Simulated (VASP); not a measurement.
# Bi (R-3m) in VASP: a series of runs

The runs below take Bi through single point, with PBEsol.

Program: VASP 6.6.1. These are calculated values, not measurements. Logs are shortened: lines on timing, memory, paths and dates and some standing lists are left out, and cuts for length are marked.

## (1) The cell of the first run

Symmetry: R-3m, No. 166, trigonal system. Conventional cell: a = 4.576 Å, b = 4.576 Å, c = 11.941 Å, α = 90.00°, β = 90.00°, γ = 120.00°. Bi (site symmetry 3m) has 6 Bi at 3.09 to 3.55 Å within 4.1 Å.

## (2) Single point, PBEsol (36.09 Å³/atom)

Contents of INCAR:

```
  ALGO = Normal
  EDIFF = 1E-6
  ENCUT = 520
  GGA = PS
  ISIF = 2
  ISMEAR = -1
  LASPH = T
  LCHARG = F
  LREAL = F
  LWAVE = F
  NBANDS = 22
  NELM = 80
  PREC = Accurate
  SIGMA = 0.03
```

Contents of KPOINTS:

```
k-points
0
Gamma
  10 10 10
```

Contents of POSCAR:

```
Bi
1.0
    2.2880530951      1.3210080704      3.9801861936
   -2.2880530951      1.3210080704      3.9801861936
    0.0000000000     -2.6420161407      3.9801861936
Bi
2
Direct
    0.2338900000      0.2338900000      0.2338900000
    0.7661100000      0.7661100000      0.7661100000
```

Potentials or basis: VASP PAW PBE potentials, release 64 (Bi_d).

Launch:

```bash
> cat potpaw_PBE.64/Bi_d/POTCAR > POTCAR
> mpirun -np 1 vasp_std > vasp.out
```

OUTCAR:

```text
EDIFF = 1E-6
   ENCUT = 520
   GGA = PS
   ISIF = 2
   ISMEAR = -1
   LASPH = T
   LREAL = F
   NELM = 80
   PREC = Accurate

 ion  position               nearest neighbor table
   1  0.234  0.234  0.234-   2 3.09   2 3.09   2 3.09   2 3.55   2 3.55   2 3.55
   2  0.766  0.766  0.766-   1 3.09   1 3.09   1 3.09   1 3.55   1 3.55   1 3.55

  LATTYP: Found a trigonal (rhomboedric) cell.
 ALAT       =     4.7772514508
 COS(alpha) =     0.5412184017

  Lattice vectors:

 A1 = (   2.2880530951,   1.3210080704,   3.9801861936)
 A2 = (  -2.2880530951,   1.3210080704,   3.9801861936)
 A3 = (   0.0000000000,  -2.6420161407,   3.9801861936)

Analysis of symmetry for initial positions (statically):
=====================================================================
 Subroutine PRICEL returns:
 Original cell was already a primitive cell.

 Routine SETGRP: Setting up the symmetry group for a
 trigonal (rhombohedral) supercell.

 Subroutine GETGRP returns: Found 12 space group operations
 (whereof 12 operations were pure point group operations)
 out of a pool of 12 trial point group operations.

The static configuration has the point symmetry D_3d.

Analysis of symmetry for dynamics (positions and initial velocities):
=====================================================================
 Subroutine PRICEL returns:
 Original cell was already a primitive cell.

 Routine SETGRP: Setting up the symmetry group for a
 trigonal (rhombohedral) supercell.

 Subroutine GETGRP returns: Found 12 space group operations
 (whereof 12 operations were pure point group operations)
 out of a pool of 12 trial point group operations.

The dynamic configuration has the point symmetry D_3d.

 Subroutine INISYM returns: Found 12 space group operations
 (whereof 12 operations are pure point group operations),
 and found     1 'primitive' translations

----------------------------------------------------------------------------------------

                                     Primitive cell

  volume of cell :      72.1816

  direct lattice vectors                    reciprocal lattice vectors
     2.288053095  1.321008070  3.980186194     0.218526397  0.126166274  0.083748176
    -2.288053095  1.321008070  3.980186194    -0.218526397  0.126166274  0.083748176
     0.000000000 -2.642016141  3.980186194     0.000000000 -0.252332549  0.083748176

  length of vectors
     4.777251451  4.777251451  4.777251451     0.265867396  0.265867396  0.265867396

  position of ions in fractional coordinates (direct lattice)
     0.233890000  0.233890000  0.233890000
     0.766110000  0.766110000  0.766110000

  ion indices of the primitive-cell ions
   primitive index   ion index
                 1           1
                 2           2

----------------------------------------------------------------------------------------

 KPOINTS: k-points

Automatic generation of k-mesh.
 Grid dimensions read from file:
 generate k-points for:   10   10   10

 Generating k-lattice:

  Cartesian coordinates                     Fractional coordinates (reciprocal lattice)
     0.021852640  0.012616627  0.008374818     0.100000000 -0.000000000 -0.000000000
    -0.021852640  0.012616627  0.008374818    -0.000000000  0.100000000 -0.000000000
     0.000000000 -0.025233255  0.008374818    -0.000000000 -0.000000000  0.100000000

  Length of vectors
     0.026586740  0.026586740  0.026586740

  Shift w.r.t. Gamma in fractional coordinates (k-lattice)
     0.000000000  0.000000000  0.000000000

 Subroutine IBZKPT returns following result:
 ===========================================

 Found    116 irreducible k-points:

 Following reciprocal coordinates:
            Coordinates               Weight
  0.000000  0.000000  0.000000      1.000000
  0.100000  0.000000 -0.000000      6.000000
  0.200000  0.000000 -0.000000      6.000000
  0.300000  0.000000  0.000000      6.000000
  0.400000  0.000000  0.000000      6.000000
  0.500000 -0.000000 -0.000000      3.000000
[... 16 lines left out ...]
  0.300000  0.300000  0.000000      6.000000
  0.400000  0.300000 -0.000000     12.000000
 [... further k-points ...]
   k-points           NKPTS =    116   k-points in BZ     NKDIM =    116   number of bands    NBANDS=     22
   number of dos      NEDOS =    301   number of ions     NIONS =      2
   total plane-waves  NPLWV =  46656
   dimension x,y,z NGX =    36 NGY =   36 NGZ =   36
   dimension x,y,z NGXF=    72 NGYF=   72 NGZF=   72
   ions per type =               2
   NGX,Y,Z   is equivalent  to a cutoff of  12.53, 12.53, 12.53 a.u.
   NGXF,Y,Z  is equivalent  to a cutoff of  25.06, 25.06, 25.06 a.u.
 SYSTEM =  unknown system
   PREC   = accura    normal or accurate (medium, high low for compatibility)
   ISTART =      0    job   : 0-new  1-cont  2-samecut
   ICHARG =      2    charge: 1-file 2-atom 10-const
   ISPIN  =      1    spin polarized calculation?
   LNONCOLLINEAR =      F non collinear calculations
   LSORBIT =      F    spin-orbit coupling
   LASPH  =      T    aspherical Exc in radial PAW
   ENCUT  =  520.0 eV  38.22 Ry    6.18 a.u.   8.88  8.88  8.88*2*pi/ulx,y,z
   NELM   =     80;   NELMIN=  2; NELMDL= -5     # of ELM steps
   EDIFF  = 0.1E-05   stopping-criterion for ELM
   LREAL  =      F    real-space projection
   EDIFFG = 0.1E-04   stopping-criterion for IOM
   NSW    =      0    number of steps for IOM
   IBRION =     -1    ionic relax: 0-MD 1-quasi-New 2-CG
   NFREE  =      0    steps in history (QN), initial steepest desc. (CG)
   ISIF   =      2    stress and relaxation
   ISYM   =      2    0-nonsym 1-usesym 2-fastsym
   POTIM  = 0.5000    time-step for ionic-motion
   TEBEG  =    0.0;   TEEND  =   0.0 temperature during run
   PSTRESS=    0.0 pullay stress
   NELECT =      30.0000    total number of electrons
   NUPDOWN=      -1.0000    fix difference up-down
   EMIN   =  10.00;   EMAX   =-10.00  energy-range for DOS
   EFERMI =   0.00;   METHOD = LEGACY
   ISMEAR =    -1;   SIGMA  =   0.03  broadening in eV -4-tet -1-fermi 0-gaus
   EFERMI_NEDOS =   21; number of points for ismear=-14 and -15
   IALGO  =     38    algorithm
   IMIX   =      4    mixing-type and parameters
     AMIX     =   0.40;   BMIX     =  1.00
     AMIX_MAG =   1.60;   BMIX_MAG =  1.00
  volume/ion in A,a.u.               =      36.09       243.55
  Fermi-wavevector in a.u.,A,eV,Ry     =   1.221724  2.308724 20.308193  1.492610
  Thomas-Fermi vector in A             =   2.356896
   LORBIT       =      0    0 simple, 1 ext, 2 COOP (PROOUT), +10 PAW based schemes
   GGA     = PS    functional components
   LHFCALC =     F    Hartree Fock is set to
   AEXX    =    0.0000 exact exchange contribution
   IVDW    =     0    specifies the selected vdW correction
   LEPSILON=     F    determine dielectric tensor
   LRPA    =     F    only Hartree local field effects (RPA)
 non-spin polarized calculation
  energy-cutoff  :      520.00
  volume of cell :       72.18
 maximum number of plane-waves:      1994
   NGX = 17   NGY = 17   NGZ = 17

 number of electron      30.0000001 magnetization

 Free energy of the ion-electron system (eV)
  ---------------------------------------------------
  ext. energy  EPLUGINS =         0.00000000
  ---------------------------------------------------
  free energy    TOTEN  =        -8.59212812 eV

  energy without entropy =       -8.59155060  energy(sigma->0) =       -8.59183936

 E-fermi :   5.8266     XC(G=0):  -9.5828

 val. band max:        5.8169692568   @ k =  -0.4000   0.5000   0.4000
 cond. band min:       5.9077967468   @ k =   0.4000   0.1000   0.1000
 fundamental gap:      0.0908274900
 Fermi energy:         5.8265823657

 k-point     1 :       0.0000    0.0000    0.0000
  band No.  band energies     occupation
      1     -16.9341      2.00000
      2     -16.9341      2.00000
      3     -16.7924      2.00000
      4     -16.7924      2.00000
      5     -16.7773      2.00000
      6     -16.6214      2.00000
[... 14 lines left out ...]
     21      11.6416      0.00000
     22      11.7700      0.00000

 k-point     2 :       0.1000    0.0000   -0.0000
  band No.  band energies     occupation
      1     -16.9275      2.00000
      2     -16.9255      2.00000
      3     -16.7894      2.00000
      4     -16.7872      2.00000
      5     -16.7728      2.00000
      6     -16.6256      2.00000
[... 14 lines left out ...]
     21      11.7334      0.00000
     22      12.5957      0.00000

 k-point     3 :       0.2000    0.0000   -0.0000
  band No.  band energies     occupation
      1     -16.9087      2.00000
      2     -16.9003      2.00000
      3     -16.7818      2.00000
      4     -16.7723      2.00000
      5     -16.7590      2.00000
      6     -16.6395      2.00000
[... 14 lines left out ...]
     21      12.1692      0.00000
     22      14.1618      0.00000

 k-point     4 :       0.3000    0.0000    0.0000
  band No.  band energies     occupation
      1     -16.8821      2.00000
      2     -16.8613      2.00000
      3     -16.7723      2.00000
      4     -16.7501      2.00000
      5     -16.7369      2.00000
      6     -16.6639      2.00000
[... 14 lines left out ...]
     21      12.9922      0.00000
     22      15.7482      0.00000

 k-point     5 :       0.4000    0.0000    0.0000
  band No.  band energies     occupation
      1     -16.8561      2.00000
      2     -16.8140      2.00000
      3     -16.7641      2.00000
      4     -16.7244      2.00000
      5     -16.7178      2.00000
      6     -16.6888      2.00000
[... 14 lines left out ...]
     21      14.1188      0.00000
     22      15.3694      0.00000

 k-point     6 :       0.5000   -0.0000   -0.0000
  band No.  band energies     occupation
      1     -16.8445      2.00000
      2     -16.7788      2.00000
      3     -16.7595      2.00000
      4     -16.7393      2.00000
      5     -16.7044      2.00000
      6     -16.6904      2.00000
[... 14 lines left out ...]
     21      14.8430      0.00000
     22      15.1232      0.00000

 k-point     7 :       0.1000    0.1000   -0.0000
  band No.  band energies     occupation
      1     -16.9330      2.00000
      2     -16.9161      2.00000
      3     -16.7915      2.00000
      4     -16.7844      2.00000
      5     -16.7711      2.00000
      6     -16.6271      2.00000
[... 324 lines left out ...]
      6     -16.6985      2.00000
[... 14 lines left out ...]
     21      13.6758      0.00000
     22      15.9872      0.00000

 k-point    21 :      -0.3000    0.2000    0.0000
  band No.  band energies     occupation
      1     -16.8851      2.00000
      2     -16.7776      2.00000
      3     -16.7587      2.00000
      4     -16.7406      2.00000
      5     -16.7241      2.00000
      6     -16.6833      2.00000
[... 14 lines left out ...]
     21      14.2357      0.00000
     22      15.0891      0.00000

 k-point    22 :      -0.2000    0.2000    0.0000
  band No.  band energies     occupation
      1     -16.9005      2.00000
      2     -16.8228      2.00000
      3     -16.7684      2.00000
      4     -16.7579      2.00000
      5     -16.7112      2.00000
      6     -16.6908      2.00000
[... 14 lines left out ...]
     21      13.8862      0.00000
     22      14.8009      0.00000

 k-point    23 :       0.3000    0.3000    0.0000
  band No.  band energies     occupation
      1     -16.9261      2.00000
      2     -16.8176      2.00000
      3     -16.7962      2.00000
      4     -16.7365      2.00000
      5     -16.7290      2.00000
      6     -16.6686      2.00000
[... 14 lines left out ...]
     21      14.1616      0.00000
     22      14.3051      0.00000

 k-point    24 :       0.4000    0.3000   -0.0000
  band No.  band energies     occupation
      1     -16.9179      2.00000
      2     -16.7990      2.00000
      3     -16.7920      2.00000
      4     -16.7308      2.00000
      5     -16.7139      2.00000
      6     -16.6807      2.00000
[... 14 lines left out ...]
     21      14.9920      0.00000
     22      15.1204      0.00000

 [... further k-points ...]

------------------------ aborting loop because EDIFF is reached ----------------------------------------

  FORCE on cell =-STRESS in cart. coord.  units (eV):
  Direction    XX          YY          ZZ          XY          YZ          ZX
  --------------------------------------------------------------------------------------
  -------------------------------------------------------------------------------------
  Total       -0.7438482     -0.7438482     -0.6498938      0.0000000     -0.0000000      0.0000000
  in kB      -16.5108229    -16.5108229    -14.4253641      0.0000000     -0.0000000      0.0000000
  external PRESSURE =     -15.8156700 kB  Pullay stress =       0.0000000 kB

 VOLUME and BASIS-vectors are now :
 -----------------------------------------------------------------------------
  energy-cutoff  :      520.00
  volume of cell :       72.18
      direct lattice vectors                 reciprocal lattice vectors
     2.288053095  1.321008070  3.980186194     0.218526397  0.126166274  0.083748176
    -2.288053095  1.321008070  3.980186194    -0.218526397  0.126166274  0.083748176
     0.000000000 -2.642016141  3.980186194     0.000000000 -0.252332549  0.083748176

 POSITION                                       TOTAL-FORCE (eV/Angst)
 -----------------------------------------------------------------------------------
      0.00000      0.00000      2.79278         0.000000      0.000000      0.030122
      0.00000      0.00000      9.14778         0.000000     -0.000000     -0.030122
 -----------------------------------------------------------------------------------
    total drift:                                0.000000     -0.000000      0.000000

  FREE ENERGIE OF THE ION-ELECTRON SYSTEM (eV)
  ---------------------------------------------------
  free  energy   TOTEN  =        -8.5921281219 eV

  energy  without entropy=       -8.5915506040  energy(sigma->0) =       -8.59183936
```

Run time: 100 s. Hardware: 1 thread of Intel Xeon Platinum 8259CL at 2.50GHz (Skylake/Cascade Lake), shared host; peak memory 0.29 GiB.

Results:

| Item | Value |
| --- | --- |
| Free energy | -8.5921 eV |
| Pressure | -1.6 GPa |
| Largest force | 0.030 eV/Å |
| Band gap on the k mesh | zero (bands 15 and 16 overlap by 0.21 eV) |

Forces in eV/Å, atoms in the order of the input:
```
Bi   0.000  0.000  0.030
Bi   0.000  0.000 -0.030
```

Caveat: the PAW data sets were made with another functional, which shifts forces and pressure a little; spin-orbit coupling is left out, which moves the levels of the heavy elements.

## (3) Single point, PBEsol (equal xx and yy strain of +1 %)

Contents of INCAR:

```
PREC = Accurate
ENCUT = 520
EDIFF = 1E-7
ISMEAR = -1
SIGMA = 0.03
LREAL = False
LASPH = True
NELM = 100
ALGO = Normal
ISIF = 2
LWAVE = False
LCHARG = False
GGA = PS
NBANDS = 22
```

Contents of KPOINTS:

```
regular mesh
0
Gamma
  10 10 10
```

Contents of POSCAR:

```
Bi
1.0
    2.2957296752      1.3254401460      3.9540000000
   -2.2957296752      1.3254401460      3.9540000000
    0.0000000000     -2.6508802918      3.9540000000
Bi
2
Direct
    0.2338900000      0.2338900000      0.2338900000
    0.7661100000      0.7661100000      0.7661100000
```

Potentials or basis: VASP PAW PBE potentials, release 64 (Bi_d).

Launch:

```bash
> cat potpaw_PBE.64/Bi_d/POTCAR > POTCAR
> mpirun -np 1 vasp_std > vasp.out
```

Run time: 1.7 min. Hardware: 1 thread of Intel Xeon Platinum 8259CL at 2.50GHz (Skylake/Cascade Lake), shared host; peak memory 0.29 GiB.

It converged, with:

```yaml
Free_energy: -8.5910 eV
Pressure: -1.6 GPa
Largest_force: 0.046 eV/Å
Band_gap_on_the_k_mesh: zero (bands 15 and 16 overlap by 0.19 eV)
```

Forces in eV/Å, atoms in the order of the input:
```
Bi   0.000  0.000  0.046
Bi   0.000  0.000 -0.046
```

Stress tensor (GPa, compression positive):
```
-1.81  0.00  0.00
 0.00 -1.81  0.00
 0.00  0.00 -1.31
```

Levels at points of the mesh, in eV from the Fermi level:
```
           k point  band 12  band 13  band 14  band 15  band 16  band 17  band 18  band 19
(0.00, 0.00, 0.00)    -7.50    -1.29    -1.13    -1.13     2.52     2.99     2.99     5.72
(0.50, 0.00, 0.00)   -10.40    -1.18    -1.08    -0.21    -0.20     0.64     1.09     7.55
(0.50, 0.50, 0.00)    -9.39    -4.49    -2.83    -2.78     2.42     4.91     5.38     6.65
(0.50, 0.50, 0.50)    -9.78    -0.95    -0.55    -0.55     0.73     0.73     0.74     7.00
```

Caveat: the cell differs from its parent crystal (equal xx and yy strain of +1 %); the PAW data sets were made with another functional, which shifts forces and pressure a little; spin-orbit coupling is left out, which moves the levels of the heavy elements.

(Part 1 of 2 ends here.)

The gap in the log of VASP goes by the Fermi energy; the results here count the filled bands.